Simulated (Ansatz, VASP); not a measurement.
Two plane-wave programs on SiGe

```
Si Ge
1.0
     3.90445    0.00000    0.00000
    -1.95223    3.38135    0.00000
     0.00000    0.00000    6.45078
Si Ge
2 2
Direct
  0.66667 0.33333 0.89088
  0.33333 0.66667 0.39088
  0.66667 0.33333 0.49410
  0.33333 0.66667 0.99410
```

Change from the starting cell: mode 10 (401.9 1/cm) frozen in, largest displacement +0.105 Å.

Alike in both runs: task single point; functional PBEsol; k mesh 12 × 12 × 6; occupations gaussian, width 0.03 eV; no spin polarisation.

|  | VASP | Ansatz |
| --- | --- | --- |
| version | VASP 6.6.1 | Ansatz 0.2.0 |
| potentials or method | VASP PAW PBE potentials, release 64 (Si, Ge_d), cutoff 520 eV | scalar-relativistic, plane waves, PAW |
| valence electrons in the cell | 36 | 36 |

```csv
,VASP,Ansatz,Ansatz less VASP
gap on the k mesh at the Fermi level (eV),none,none,-
pressure (GPa),0.5,0.5,+0.01
"traceless stress, the component that is largest in VASP (GPa)",-4.72,-4.74,-0.018
rms of the force components (eV/Å),0.781,0.782,+0.0016
```

VASP's potentials were made for PBE, not for PBEsol. Atom by atom the forces differ by 0.002 eV/Å (rms over components). A gap of «none» marks a metal or a gap that the smearing closes.
